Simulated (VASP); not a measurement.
Input of a VASP 6.6.1 run:

File INCAR:

```
PREC = Accurate
ENCUT = 400
EDIFF = 1E-8
ISMEAR = -1
SIGMA = 0.02
LREAL = False
LASPH = True
NELM = 200
ALGO = Normal
ISIF = 2
LWAVE = False
LCHARG = False
MAGMOM = 0 0 0 0 0 0 0 0 0
LORBIT = 11
LSORBIT = True
GGA_COMPAT = False
LORBMOM = True
GGA = PE
LEFG = True
NBANDS = 39
KPAR = 4
```

The input KPOINTS:

```
Automatic mesh
0
Gamma
  14 14 8
```

The input POSCAR:

```
SnS2
1.0
    3.6050000000      0.0000000000      0.0000000000
   -1.8025000000      3.1220215806      0.0000000000
    0.0000000000      0.0000000000      5.4600000000
Sn S
1 2
Direct
    0.0000000000      0.0000000000      0.0000000000
    0.6666666667      0.3333333333      0.7286993890
    0.3333333333      0.6666666667      0.2713006110
```

Potentials or basis: VASP PAW PBE potentials, release 64 (Sn_d, S).

Launch:

```sh
$ cat potpaw_PBE.64/Sn_d/POTCAR potpaw_PBE.64/S/POTCAR > POTCAR
$ mpirun -np 4 vasp_ncl > vasp.out
```

Task: What does it give for the pressure?

Result: 7.3 GPa.

Task: Predict the largest force.

Result: 0.009 eV/Å.

Task: What does it give for the net moment?

Result: 0.00 μB per cell.

Forces in eV/Å, atoms in the order of the input:
```
Sn   0.000  0.000  0.000
S    0.000  0.000  0.009
S    0.000  0.000 -0.009
```

Caveat: the cell stands under pressure; without QUAD_EFG the Cq values of the log hold for a quadrupole moment of 1 mb, not for the nuclei.
